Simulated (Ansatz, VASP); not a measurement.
One calculation of PbSe, two programs

File POSCAR:

```
PbSe
1.0
    5.1741302563      0.0000000000      0.0000000000
   -2.5870651281      4.4809282444      0.0000000000
    0.0000000000      0.0000000000      6.2132838678
Pb Se
2 2
Direct
    0.3333333333      0.6666666667      0.2500000000
    0.6666666667      0.3333333333      0.7500000000
    0.6666666667      0.3333333333      0.2500000000
    0.3333333333      0.6666666667      0.7500000000
```

INCAR.step1

```
PREC = Accurate ; ENCUT = 520
ISMEAR = 0 ; SIGMA = 0.01
LREAL = F ; LASPH = T
NELM = 100 ; NBANDS = 28
GGA = PE ; ALGO = Normal
EDIFF = 1E-4 ; LWAVE = T
LCHARG = F
```

Contents of INCAR.step2:

```
PREC = Accurate ; ENCUT = 520
EDIFF = 1E-6 ; ISMEAR = 0
SIGMA = 0.01 ; LREAL = F
LASPH = T ; NELM = 100
ALGO = Normal ; ISIF = 2
LWAVE = F ; LCHARG = F
METAGGA = R2SCAN ; LMIXTAU = T
NBANDS = 28 ; ISTART = 1
```

The input KPOINTS:

```
Automatic mesh
0
Gamma
  6 6 4
```

Input for Ansatz:

```yaml
crystal:
  lattice:
    - [5.1741302563, 0.0, 0.0]
    - [-2.5870651281, 4.4809282444, 0.0]
    - [0.0, 0.0, 6.2132838678]
  atoms:
    - { symbol: Pb, position: [0.3333333333, 0.6666666667, 0.25] }
    - { symbol: Pb, position: [0.6666666667, 0.3333333333, 0.75] }
    - { symbol: Se, position: [0.6666666667, 0.3333333333, 0.25] }
    - { symbol: Se, position: [0.3333333333, 0.6666666667, 0.75] }
kpoints:
  mp_grid: { grid: [6, 6, 4] }
  band_path:
    path:
      - [0.0, 0.0, 0.0]
      - [0.5, 0.0, 0.0]
      - [0.3333333333, 0.3333333333, 0.0]
      - [0.0, 0.0, 0.5]
      - [0.5, 0.0, 0.5]
      - [0.3333333333, 0.3333333333, 0.5]
    npoints: 1
hamiltonian:
  xc: r2scan
scf:
  occupations: { method: fixed }
  n_extra_bands: 5
output:
  forces: true
  stress: true
  eigenvalues: true
```

Alike in both runs: task single point; functional r2SCAN; k mesh 6 × 6 × 4; no spin polarisation.

```csv
,VASP,Ansatz
version,VASP 6.6.1,Ansatz 0.2.0
potentials or method,"VASP PAW PBE potentials, release 64 (Pb_d, Se)","plane waves, PAW"
plane-wave cutoff (eV),520,500
occupations,"gaussian, width 0.01 eV",fixed
valence electrons in the cell,40,60
```

|  | VASP | Ansatz | Ansatz less VASP |
| --- | --- | --- | --- |
| gap on the k mesh at the Fermi level (eV) | 1.48 | 1.48 | -0.002 |
| pressure (GPa) | 0.0 | 0.0 | -0.01 |

VASP's potentials were made for PBE, not for r2SCAN. VASP's potentials hold 40 valence electrons a cell and Ansatz's 60, so a difference there can come from the potentials and not from the codes.

Neither program's run includes spin-orbit coupling.
